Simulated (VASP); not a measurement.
Wanted: the native input for a VASP 6.6.1 run.

```
Task                   : single point
Functional             : PBEsol
Potentials or basis    : VASP PAW PBE potentials, release 64 (K_sv)
Cutoff                 : 520 eV
k mesh                 : 12 × 12 × 12
Occupations            : gaussian, width 0.15 eV
Spin                   : no spin polarisation
Dipole correction      : no
Further INCAR settings : ALGO = Fast; EDIFF = 1e-06; NBANDS = 10
```

The structure of K lies in POSCAR:

```
K
1.0
    4.6876029454      0.0000000000      0.0000000000
    0.0000000000      4.3104394900      0.0000000000
    0.0000000000      0.0000000000      4.3104394900
K
1
Direct
    0.0000000000      0.0000000000      0.0000000000
```

This cell differs from its parent crystal: strain +0.0875 x Voigt [1, 0, 0, 0, 0, 0].

The input as run:

INCAR

```
ALGO     = Fast           # electronic algorithm
EDIFF    = 1E-6           # SCF threshold, eV
ENCUT    = 520            # plane-wave cutoff, eV
GGA      = PS             # functional
ISIF     = 2              # what is computed and relaxed
ISMEAR   = 0              # smearing method
LASPH    = T              # aspherical terms in the spheres
LCHARG   = F              # write CHGCAR
LREAL    = F              # projectors in reciprocal space
LWAVE    = F              # write WAVECAR
NBANDS   = 10             # bands
NELM     = 60             # most SCF steps
PREC     = Accurate       # precision mode
SIGMA    = 0.15           # smearing width, eV
```

KPOINTS

```
k-points
0
Gamma
  12 12 12
```

Potentials or basis: VASP PAW PBE potentials, release 64 (K_sv).

Launch:

```console
$ cat potpaw_PBE.64/K_sv/POTCAR > POTCAR
$ mpirun -np 1 vasp_std > vasp.out
```

It gave:

```json
{
 "Pressure": "-0.3 GPa"
}
```

Caveat: the cell differs from its parent crystal (strain +0.0875 x Voigt [1, 0, 0, 0, 0, 0]); the PAW data sets were made with another functional, which shifts forces and pressure a little.

Run time: 38 s on 1 thread of Intel(R) Xeon(R) 6975P-C (Granite Rapids), on a shared host, peak memory 0.3 GiB.
